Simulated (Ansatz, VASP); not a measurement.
# SiC in VASP and in Ansatz

```
Si C
1.0
     0.00000    2.18987    2.18987
     2.18987    0.00000    2.18987
     2.18987    2.18987    0.00000
Si C
1 1
Direct
  0.00000 0.00000 0.00000
  0.25000 0.25000 0.25000
```

Alike in both runs: functional PBE; k mesh 10 × 10 × 10; occupations gaussian, width 0.02 eV; no spin polarisation.

Ansatz relaxed the structure, and its values are those at the end. VASP's run is a single point on that final structure, the one shown.

```csv
,VASP,Ansatz
version,VASP 6.6.1,Ansatz 0.2.0
potentials or method,"VASP PAW PBE potentials, release 64 (Si, C), cutoff 600 eV","scalar-relativistic, plane waves, PAW"
valence electrons in the cell,8,8
```

|  | VASP | Ansatz | Ansatz less VASP |
| --- | --- | --- | --- |
| gap on the k mesh at the Fermi level (eV) | 1.37 | 1.37 | +0.002 |
| least direct gap on the mesh (eV) | 4.53 | 4.53 | +0.003 |
| pressure (GPa) | -0.2 | 0.0 | +0.19 |
